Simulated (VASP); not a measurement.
Here is a VASP 6.6.1 calculation.

The input INCAR:

```
PREC = Accurate
ENCUT = 520
EDIFF = 1E-6
ISMEAR = -1
SIGMA = 0.05
LREAL = False
LASPH = True
NELM = 100
ALGO = Normal
ISIF = 2
LWAVE = False
LCHARG = False
GGA = PE
NBANDS = 36
```

The input KPOINTS:

```
regular mesh
0
Gamma
  10 10 2
```

The input POSCAR:

```
SiC
1.0
    3.0318190065      0.0000000000      0.0000000000
   -1.5159095032      2.6256322793      0.0000000000
    0.0000000000      0.0000000000     14.8603212692
Si C
6 6
Direct
    0.6666666667      0.3333333333      0.4583000000
    0.3333333333      0.6666666667      0.9583000000
    0.6666666667      0.3333333333      0.7917000000
    0.3333333333      0.6666666667      0.2917000000
    0.0000000000      0.0000000000      0.6250000000
    0.0000000000      0.0000000000      0.1250000000
    0.6666666667      0.3333333333      0.3333000000
    0.3333333333      0.6666666667      0.8333000000
    0.6666666667      0.3333333333      0.6667000000
    0.3333333333      0.6666666667      0.1667000000
    0.0000000000      0.0000000000      0.5000000000
    0.0000000000      0.0000000000      0.0000000000
```

Potentials or basis: VASP PAW PBE potentials, release 64 (Si, C).

The run is started by

```sh
$ cat potpaw_PBE.64/Si/POTCAR potpaw_PBE.64/C/POTCAR > POTCAR
$ mpirun -np 1 vasp_std > vasp.out
```

**Question.** Predict the pressure.

**Answer.** 15.1 GPa.

**Question.** Estimate the band gap on the k mesh.

**Answer.** 2.01 eV (least direct gap 3.11 eV).

**Question.** Predict the largest force.

**Answer.** 0.153 eV/Å.

Stress tensor (GPa, compression positive):
```
14.81  0.00  0.00
 0.00 14.81  0.00
 0.00  0.00 15.63
```

Caveat: the cell stands under pressure. A hybrid or GW would open this gap; PBE tends to underestimate it.
